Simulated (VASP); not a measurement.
Write the native input for VASP 6.6.1 that does the following.

| Item | Value |
| --- | --- |
| Task | relaxation of shape and atoms at fixed volume |
| Functional | PBE |
| Potentials or basis | VASP PAW PBE potentials, release 64 (Hf_pv, C) |
| Cutoff | 600 eV |
| k mesh | 12 × 12 × 4 |
| Occupations | gaussian, width 0.1 eV |
| Spin | no spin polarisation |
| Dipole correction | no |
| Further INCAR settings | ALGO = Normal; EDIFF = 1e-06; IBRION = 2; EDIFFG = -0.01; NSW = 50; ISIF = 4 |

The structure of Hf4C lies in POSCAR:

```
Hf4C
1.0
    3.2797545838      0.0000000000      0.0000000000
   -1.6398772919      2.8403507877      0.0000000000
    0.0000000000      0.0000000000     10.4663091134
Hf C
4 1
Direct
    0.6666666667      0.3333333333      0.8757598064
    0.3333333333      0.6666666667      0.1242401936
    0.6666666667      0.3333333333      0.3819572959
    0.3333333333      0.6666666667      0.6180427041
    0.0000000000      0.0000000000      0.0000000000
```

These files were run (other wordings do the same):

INCAR

```
ALGO = Normal
EDIFF = 1E-6
EDIFFG = -0.01
ENCUT = 600
GGA = PE
IBRION = 2
ISIF = 4
ISMEAR = 0
LASPH = True
LCHARG = False
LREAL = False
LWAVE = False
NELM = 80
NSW = 50
PREC = Accurate
SIGMA = 0.1
```

KPOINTS

```
k-points
0
Gamma
  12 12 4
```

Potentials or basis: VASP PAW PBE potentials, release 64 (Hf_pv, C).

Run with:

```sh
$ cat potpaw_PBE.64/Hf_pv/POTCAR potpaw_PBE.64/C/POTCAR > POTCAR
$ mpirun -np 1 vasp_std > vasp.out
```

Results of the run:

- Energy gained by relaxing: 1.4 meV/atom
- Ionic steps: 6
- Pressure after relaxing: -3.8 GPa
- Largest force after relaxing: 0.006 eV/Å
- Band gap on the k mesh: zero (bands 22 and 23 overlap by 1.68 eV)

Caveat: spin-orbit coupling is left out, which moves the levels of the heavy elements.

Wall time 19 min on 1 thread of Intel Xeon 8259CL, with other jobs on the host, peak memory 0.38 GiB.
